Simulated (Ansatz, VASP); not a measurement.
# Li in VASP and in Ansatz

```xyz
3
Lattice="1.5505 0.8952 7.5883 -1.5505 0.8952 7.5883 0.0000 -1.7904 7.5883" Properties=species:S:1:pos:R:3 pbc="T T T"
Li    0.0000    0.0000    0.0000
Li    0.0000    0.0000    4.9538
Li    0.0000    0.0000   17.7111
```

Alike in both runs: task single point; functional LDA; k mesh 12 × 12 × 12; occupations fermi-dirac, width 0.05 eV; no spin polarisation.

```csv
,VASP,Ansatz
version,VASP 6.6.1,Ansatz 0.2.0
potentials or method,"VASP PAW LDA potentials, release 64 (Li_sv), cutoff 520 eV","plane waves, PAW"
valence electrons in the cell,9,9
```

```csv
,VASP,Ansatz,Ansatz less VASP
rms of the force components (eV/Å),0.047,0.047,-0.0004
```

LDA's correlation is that of Perdew and Zunger in VASP and of Perdew and Wang (1992) in Ansatz. Atom by atom the forces differ by 0.000 eV/Å (rms over components).

Noted on VASP's run: the cutoff is under 1.25 times that of the potentials, so the pressure is a little rough.
